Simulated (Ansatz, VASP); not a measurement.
Two plane-wave programs on NiO

```
CELL_PARAMETERS angstrom
0.00000 2.10819 2.10819
2.10819 0.00000 2.10819
2.10819 2.10819 0.00000
ATOMIC_POSITIONS crystal
Ni 0.00000 0.00000 0.00000
O 0.50000 0.50000 0.50000
```

Alike in both runs: functional PBE; k mesh 22 × 22 × 22; occupations gaussian, width 0.1 eV; collinear spin.

Ansatz relaxed the structure, and its values are those at the end. VASP's run is a single point on that final structure, the one shown.

```csv
,VASP,Ansatz
version,VASP 6.6.1,Ansatz 0.2.0
potentials or method,"VASP PAW PBE potentials, release 64 (Ni, O), cutoff 520 eV","scalar-relativistic, plane waves, PAW"
valence electrons in the cell,16,24
```

```csv
,VASP,Ansatz,Ansatz less VASP
gap on the k mesh at the Fermi level (eV),none,none,-
pressure (GPa),-0.5,0.0,+0.46
net moment per atom (μB),0.89,0.90,+0.017
size of the moment on the site where the two differ most (μB),0.27,0.29,+0.023
```

Site moments also hang on the region over which each program counts them. A gap of «none» marks a metal or a gap that the smearing closes. The functional is the same, so the differences come from potentials, cutoffs and numerics. VASP's potentials hold 16 valence electrons a cell and Ansatz's 24, so a difference there can come from the potentials and not from the codes.
